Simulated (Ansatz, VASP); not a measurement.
**Si2W in VASP and in Ansatz**

```
Si W
1.0
    -1.52926    1.52926    4.21618
     1.52926   -1.52926    4.21618
     1.52926    1.52926   -4.21618
Si W
2 1
Direct
  0.33466 0.33466 0.00000
  0.66534 0.66534 0.00000
  0.00000 0.00000 0.00000
```

Alike in both runs: task single point; functional LDA; k mesh 18 × 18 × 18; occupations gaussian, width 0.15 eV; no spin polarisation.

```csv
,VASP,Ansatz
version,VASP 6.6.1,Ansatz 0.2.0
potentials or method,"VASP PAW LDA potentials, release 64 (Si, W_sv), cutoff 520 eV","scalar-relativistic, plane waves, PAW"
valence electrons in the cell,22,22
```

|  | VASP | Ansatz | Ansatz less VASP |
| --- | --- | --- | --- |
| gap on the k mesh at the Fermi level (eV) | none | none | - |
| pressure (GPa) | 1.7 | 1.0 | -0.73 |
| traceless stress, the component that is largest in VASP (GPa) | -27.51 | -27.43 | +0.077 |
| rms of the force components (eV/Å) | 0.056 | 0.068 | +0.0127 |

Ansatz warns that its potentials were made for another functional, while VASP's fit it. LDA's correlation is that of Perdew and Zunger in VASP and of Perdew and Wang (1992) in Ansatz. Atom by atom the forces differ by 0.013 eV/Å (rms over components). A gap of «none» marks a metal or a gap that the smearing closes.

Neither program's run includes spin-orbit coupling.
